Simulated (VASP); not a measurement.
A run of VASP 6.6.1 is set up as follows.

The input INCAR:

```
SYSTEM = Ga2BSb3
  ALGO = Normal
  EDIFF = 1E-6
  ENCUT = 520
  GGA = PE
  ISIF = 2
  ISMEAR = 0
  LASPH = .TRUE.
  LCHARG = .FALSE.
  LREAL = .FALSE.
  LWAVE = .FALSE.
  NBANDS = 31
  NELM = 100
  PREC = Accurate
  SIGMA = 0.1
```

Contents of KPOINTS:

```
k-points
0
G
  6 6 14
  0 0 0
```

File POSCAR:

```
Ga2BSb3
1.0
    9.4784737130      0.0000000000      0.0000000000
   -4.7392368565      8.2085990246      0.0000000000
    0.0000000000      0.0000000000      2.8851557591
Ga B Sb
2 1 3
Direct
    0.3333333333      0.6666666667      0.5000000000
    0.6666666667      0.3333333333      0.5000000000
    0.0000000000      0.0000000000      0.5000000000
    0.5000000000      0.0000000000      0.5000000000
    0.0000000000      0.5000000000      0.5000000000
    0.5000000000      0.5000000000      0.5000000000
```

Potentials or basis: VASP PAW PBE potentials, release 64 (Ga_d, B, Sb).

Launch:

```console
$ cat potpaw_PBE.64/Ga_d/POTCAR potpaw_PBE.64/B/POTCAR potpaw_PBE.64/Sb/POTCAR > POTCAR
$ mpirun -np 1 vasp_std > vasp.out
```

Problem. Estimate the band gap on the k mesh.

Solution. Zero (band 22 reaches 2.87 eV, above the bottom of band 23 at 1.35 eV).

Problem. What does it give for the pressure?

Solution. 0.0 GPa.

Caveat: spin-orbit coupling is left out, which moves the levels of the heavy elements.
